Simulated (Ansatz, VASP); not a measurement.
One calculation of PIr2, two programs

```
P Ir
1.0
     0.00000    2.76750    2.79517
     2.76750    0.00000    2.79517
     2.76750    2.76750    0.00000
P Ir
1 2
Direct
  0.00000 0.00000 0.00000
  0.25000 0.25000 0.25000
  0.75000 0.75000 0.75000
```

Change from the starting cell: zz strain of +1 %.

Alike in both runs: task single point; functional LDA; k mesh 11 × 11 × 11; occupations fermi-dirac, width 0.05 eV; no spin polarisation.

|  | VASP | Ansatz |
| --- | --- | --- |
| version | VASP 6.6.1 | Ansatz 0.2.0 |
| potentials or method | VASP PAW LDA potentials, release 64 (P, Ir), cutoff 520 eV | all-electron LAPW, scalar-relativistic |

|  | VASP | Ansatz | Ansatz less VASP |
| --- | --- | --- | --- |
| pressure (GPa) | -5.8 | -7.6 | -1.76 |
| traceless stress, the component that is largest in VASP (GPa) | -3.07 | -3.03 | +0.040 |

LDA's correlation is that of Perdew and Zunger in VASP and of Perdew and Wang (1992) in Ansatz. Ansatz ran all-electron here, and VASP with PAW potentials.

Neither program's run includes spin-orbit coupling.
